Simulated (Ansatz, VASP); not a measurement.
## Two plane-wave programs on Ni

Contents of POSCAR:

```
Ni
1.0
    0.0000000000      1.7691000000      1.7691000000
    1.7691000000      0.0000000000      1.7691000000
    3.5382000000      3.5382000000      0.0000000000
Ni
2
Direct
    0.0000000000      0.0000000000      0.0000000000
    0.0000000000      0.0000000000      0.5000000000
```

File INCAR.step1:

```
SYSTEM = Ni
PREC = Accurate
ENCUT = 520
ISMEAR = -1
SIGMA = 0.1
LREAL = .FALSE.
LASPH = .TRUE.
NELM = 150
ISPIN = 2
MAGMOM = 0 2
LMAXMIX = 4
NBANDS = 21
GGA = PE
ALGO = Normal
EDIFF = 1E-4
LWAVE = .TRUE.
LCHARG = .FALSE.
```

File INCAR.step2:

```
SYSTEM = Ni
PREC = Accurate
ENCUT = 520
EDIFF = 1E-7
ISMEAR = -1
SIGMA = 0.1
LREAL = .FALSE.
LASPH = .TRUE.
NELM = 150
ALGO = Normal
ISIF = 2
LWAVE = .FALSE.
LCHARG = .FALSE.
ISPIN = 2
MAGMOM = 0 2
LORBIT = 11
LMAXMIX = 4
METAGGA = R2SCAN
LMIXTAU = .TRUE.
NBANDS = 21
ISTART = 1
```

The input KPOINTS:

```
regular mesh
0
G
  14 14 7
  0 0 0
```

Input for Ansatz:

```yaml
crystal:
  lattice:
    - [0.0, 1.7691, 1.7691]
    - [1.7691, 0.0, 1.7691]
    - [3.5382, 3.5382, 0.0]
  atoms:
    - { symbol: Ni, position: [0.0, 0.0, 0.0] }
    - { symbol: Ni, position: [0.0, 0.0, 0.5], spin: 2.0 }
magnetization:
  spin_polarized: true
hamiltonian:
  xc: r2scan
  pseudopotentials: { kind: paw }
basis:
  ecutwfc: 500
kpoints:
  mp_grid: { grid: [14, 14, 7] }
scf:
  occupations: { method: fermi_dirac, width: 0.1 }
  lower_state_search: "off"
output:
  forces: true
  stress: true
```

Alike in both runs: task single point; functional r2SCAN; k mesh 14 × 14 × 7; occupations fermi-dirac, width 0.1 eV; collinear spin.

```csv
,VASP,Ansatz
version,VASP 6.6.1,Ansatz 0.2.0
potentials or method,"VASP PAW PBE potentials, release 64 (Ni), cutoff 520 eV","PAW, plane waves, scalar-relativistic"
valence electrons in the cell,20,36
```

|  | VASP | Ansatz | Ansatz less VASP |
| --- | --- | --- | --- |
| pressure (GPa) | -9.2 | -9.6 | -0.43 |
| net moment per atom (μB) | 0.74 | 0.76 | +0.014 |
| size of the moment on the site where the two differ most (μB) | 0.77 | 0.83 | +0.058 |

VASP's potentials were made for PBE, not for r2SCAN. Site moments also hang on the region over which each program counts them. VASP's potentials hold 20 valence electrons a cell and Ansatz's 36, so a difference there can come from the potentials and not from the codes. Ansatz's warnings: stability check not made.
